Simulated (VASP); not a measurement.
A run of VASP 6.6.1 is set up as follows.

INCAR

```
SYSTEM = SiC
  PREC = Accurate
  ENCUT = 600
  EDIFF = 1E-6
  ISMEAR = 0
  SIGMA = 0.02
  LREAL = .False.
  LASPH = .True.
  NELM = 60
  ALGO = Normal
  ISIF = 3
  LWAVE = .False.
  LCHARG = .False.
  GGA = PS
  IBRION = 2
  NSW = 70
  EDIFFG = -0.005
```

KPOINTS

```
Automatic mesh
0
Gamma
  12 12 6
  0 0 0
```

The input POSCAR:

```
SiC
1.0
    3.0919379459      0.0000000000      0.0000000000
   -1.5459689730      2.6776968081      0.0000000000
    0.0000000000      0.0000000000      5.0742918075
Si C
2 2
Direct
    0.6666666667      0.3333333333     -0.0004183979
    0.3333333333      0.6666666667      0.4995816021
    0.6666666667      0.3333333333      0.3754183979
    0.3333333333      0.6666666667      0.8754183979
```

Potentials or basis: VASP PAW PBE potentials, release 64 (Si, C).

The run is started by

```bash
$ cat potpaw_PBE.64/Si/POTCAR potpaw_PBE.64/C/POTCAR > POTCAR
$ mpirun -np 1 vasp_std > vasp.out
```

(1) Estimate the band gap on the k mesh.

(2) Estimate the relaxed cell.

Results:

(1) 2.12 eV, indirect (least direct gap 3.85 eV).

(2) a = 3.077 Å, b = 3.077 Å, c = 5.050 Å, α = 90.00°, β = 90.00°, γ = 120.00°.
